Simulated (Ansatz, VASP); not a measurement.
# SnO in VASP and in Ansatz

The input INCAR:

```
  PREC = Accurate
  ENCUT = 520
  EDIFF = 1E-6
  ISMEAR = 0
  SIGMA = 0.1
  LREAL = False
  LASPH = True
  NELM = 80
  ALGO = Normal
  ISIF = 2
  LWAVE = False
  LCHARG = False
  GGA = PE
  NBANDS = 17
```

The input KPOINTS:

```
regular mesh
0
Gamma
  18 18 18
```

File POSCAR:

```
SnO
1.0
    3.1319266813      0.0000000000      0.0000000000
    0.0000000000      3.1319266813      0.0000000000
    0.0000000000      0.0000000000      3.1319266813
Sn O
1 1
Direct
    0.0000000000      0.0000000000      0.0000000000
    0.5000000000      0.5000000000      0.5000000000
```

Input for Ansatz:

```yaml
crystal:
  lattice:
    - [3.1319266813, 0.0, 0.0]
    - [0.0, 3.1319266813, 0.0]
    - [0.0, 0.0, 3.1319266813]
  atoms:
    - { symbol: Sn, position: [0.0, 0.0, 0.0] }
    - { symbol: O, position: [0.5, 0.5, 0.5] }
basis:
  ecutwfc: 420
kpoints:
  mp_grid: { grid: [18, 18, 18] }
  band_path:
    path:
      - [[0.0, 0.0, 0.0], [0.0, 0.5, 0.0], [0.5, 0.5, 0.0], [0.0, 0.0, 0.0], [0.5, 0.5, 0.5], [0.0, 0.5, 0.0]]
      - [[0.5, 0.5, 0.5], [0.5, 0.5, 0.0]]
    npoints: 14
hamiltonian:
  xc: pbe
scf:
  occupations: { method: gaussian, width: 0.1 }
  n_extra_bands: 6
output:
  forces: true
  stress: true
  eigenvalues: true
  populations: true
  dos: { projected: true, de: 0.02, nscf_kmesh: { grid: [22, 22, 22] } }
  bader: true
  write_density: true
  write_potential: true
  elf: true
  volumetric_format: npy
```

Alike in both runs: task single point; functional PBE; k mesh 18 × 18 × 18; occupations gaussian, width 0.1 eV; no spin polarisation.

|  | VASP | Ansatz |
| --- | --- | --- |
| version | VASP 6.6.1 | Ansatz 0.2.0 |
| potentials or method | VASP PAW PBE potentials, release 64 (Sn_d, O), cutoff 520 eV | scalar-relativistic, plane waves, PAW |
| valence electrons in the cell | 20 | 20 |

Ansatz gave:

```
gap on the k mesh at the Fermi level (eV) : none
pressure (GPa)                            : 0.0
```

Q: What did VASP give for the same quantities?

A: gap on the k mesh at the Fermi level (eV): none; pressure (GPa): -0.1.

A gap of «none» marks a metal or a gap that the smearing closes. With one functional, cell and mesh, what is left measures potentials, basis and numerics.
